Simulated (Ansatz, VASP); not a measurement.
**One calculation of HfN, two programs**

The input POSCAR:

```
HfN
1.0
    0.0000000000      2.4458088209      2.4458088209
    2.4458088209      0.0000000000      2.4458088209
    2.4458088209      2.4458088209      0.0000000000
Hf N
1 1
Direct
    0.0143606777     -0.0821331158      0.0145706987
    0.7356393223      0.8321331158      0.7354293013
```

The input INCAR.step1:

```
PREC = Accurate
ENCUT = 520
ISMEAR = 0
SIGMA = 0.15
LREAL = F
LASPH = T
NELM = 80
NBANDS = 14
GGA = PE
ALGO = Normal
EDIFF = 1E-4
LWAVE = T
LCHARG = F
```

File INCAR.step2:

```
PREC = Accurate
ENCUT = 520
EDIFF = 1E-6
ISMEAR = 0
SIGMA = 0.15
LREAL = F
LASPH = T
NELM = 80
ALGO = Normal
ISIF = 2
LWAVE = F
LCHARG = F
METAGGA = R2SCAN
LMIXTAU = T
NBANDS = 14
ISTART = 1
```

File KPOINTS:

```
regular mesh
0
Gamma
  12 12 12
```

Input for Ansatz:

```yaml
crystal:
  lattice:
    - [0.0, 2.4458088209, 2.4458088209]
    - [2.4458088209, 0.0, 2.4458088209]
    - [2.4458088209, 2.4458088209, 0.0]
  atoms:
    - { symbol: Hf, position: [0.0143606777, -0.0821331158, 0.0145706987] }
    - { symbol: "N", position: [0.7356393223, 0.8321331158, 0.7354293013] }
basis:
  ecutwfc: 500
kpoints:
  mp_grid: { grid: [12, 12, 12] }
hamiltonian:
  xc: r2scan
scf:
  occupations: { method: gaussian, width: 0.15 }
output:
  forces: true
  stress: true
  eigenvalues: true
```

Change from the starting cell: all atoms moved at random, sigma 0.4 Å a component.

Alike in both runs: task single point; functional r2SCAN; k mesh 12 × 12 × 12; occupations gaussian, width 0.15 eV; no spin polarisation.

```csv
,VASP,Ansatz
version,VASP 6.6.1,Ansatz 0.2.0
potentials or method,"VASP PAW PBE potentials, release 64 (Hf_pv, N), cutoff 520 eV","scalar-relativistic, plane waves, PAW"
valence electrons in the cell,15,31
```

```csv
,VASP,Ansatz,Ansatz less VASP
gap on the k mesh at the Fermi level (eV),none,none,-
pressure (GPa),15.5,16.2,+0.75
"traceless stress, the component that is largest in VASP (GPa)",17.42,17.28,-0.136
rms of the force components (eV/Å),2.716,2.664,-0.0517
```

VASP's potentials were made for PBE, not for r2SCAN. Atom by atom the forces differ by 0.055 eV/Å (rms over components). A gap of «none» marks a metal or a gap that the smearing closes. VASP's potentials hold 15 valence electrons a cell and Ansatz's 31, so a difference there can come from the potentials and not from the codes.

Neither program's run includes spin-orbit coupling.
